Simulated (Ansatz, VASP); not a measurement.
# SnRu4 in VASP and in Ansatz

```
Sn Ru
1.0
     6.18104    0.00000    0.00000
     0.00000    6.18104    0.00000
     0.00000    0.00000    2.65964
Sn Ru
1 4
Direct
  0.50000 0.50000 0.50000
  0.18674 0.18674 0.50000
  0.81326 0.81326 0.50000
  0.18674 0.81326 0.50000
  0.81326 0.18674 0.50000
```

Alike in both runs: functional PBE; k mesh 4 × 4 × 6; occupations gaussian, width 0.1 eV; no spin polarisation.

Ansatz relaxed the structure, and its values are those at the end. VASP's run is a single point on that final structure, the one shown.

|  | VASP | Ansatz |
| --- | --- | --- |
| version | VASP 6.6.1 | Ansatz 0.2.0 |
| potentials or method | VASP PAW PBE potentials, release 64 (Sn_d, Ru_pv), cutoff 520 eV | scalar-relativistic, plane waves, PAW |
| valence electrons in the cell | 70 | 78 |

|  | VASP | Ansatz | Ansatz less VASP |
| --- | --- | --- | --- |
| gap on the k mesh at the Fermi level (eV) | none | none | - |
| pressure (GPa) | 0.2 | 0.0 | -0.22 |
| rms of the force components (eV/Å) | 0.054 | 0.014 | -0.0397 |

A gap of «none» marks a metal or a gap that the smearing closes. With one functional, cell and mesh, what is left measures potentials, basis and numerics. VASP's potentials hold 70 valence electrons a cell and Ansatz's 78, so a difference there can come from the potentials and not from the codes.

The k mesh is coarse, so the values compare programs but aren't converged.
